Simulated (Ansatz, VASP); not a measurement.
## One calculation of Cr, two programs

File INCAR:

```
AGGAC    = 1.0          
AGGAX    = 1.0          
ALDAC    = 0.0          
ALDAX    = 1.0          
ALGO     = Normal         # electronic algorithm
EDIFF    = 1E-6           # SCF threshold, eV
ENCUT    = 520            # plane-wave cutoff, eV
GGA      = B5             # functional
ISIF     = 2              # what is computed and relaxed
ISMEAR   = -1             # smearing method
LASPH    = True           # aspherical terms in the spheres
LCHARG   = False          # write CHGCAR
LREAL    = False          # projectors in reciprocal space
LWAVE    = False          # write WAVECAR
NBANDS   = 12             # bands
NELM     = 80             # most SCF steps
PREC     = Accurate       # precision mode
SIGMA    = 0.1            # smearing width, eV
```

KPOINTS

```
k-points
0
Gamma
  15 15 15
```

Contents of POSCAR:

```
Cr
1.0
    2.3675941668      0.0000000000      0.0000000000
    0.0000000000      2.3675941668      0.0000000000
    0.0000000000      0.0000000000      2.3675941668
Cr
1
Direct
    0.0000000000      0.0000000000      0.0000000000
```

Input for Ansatz:

```yaml
crystal:
  lattice:
    - [2.3675941668, 0.0, 0.0]
    - [0.0, 2.3675941668, 0.0]
    - [0.0, 0.0, 2.3675941668]
  atoms:
    - { symbol: Cr, position: [0.0, 0.0, 0.0] }
hamiltonian:
  xc: blyp
  pseudopotentials:
    kind: paw
    azcp:
      Cr: "pseudopotentials/Cr.paw.azcp"
basis:
  ecutwfc: 420
  fft_grid_basis: typed
kpoints:
  mp_grid: { grid: [15, 15, 15], shift: [0, 0, 0] }
magnetization:
  spin_polarized: false
scf:
  occupations: { method: fermi_dirac, width: 0.1 }
  lower_state_search: "off"
output:
  stress: true
```

Alike in both runs: task single point; functional BLYP; k mesh 15 × 15 × 15; occupations fermi-dirac, width 0.1 eV; no spin polarisation.

|  | VASP | Ansatz |
| --- | --- | --- |
| version | VASP 6.6.1 | Ansatz 0.2.0 |
| potentials or method | VASP PAW PBE potentials, release 64 (Cr_pv), cutoff 520 eV | plane waves (420 eV) with PAW, scalar-relativistic |
| valence electrons in the cell | 12 | 14 |

VASP gave:

```
pressure (GPa) : 0.6
```

Task: What did Ansatz give for the same quantities?

Result: Pressure (GPa): 0.7.

VASP's potentials were made for PBE, not for BLYP. VASP's potentials hold 12 valence electrons a cell and Ansatz's 14, so a difference there can come from the potentials and not from the codes.
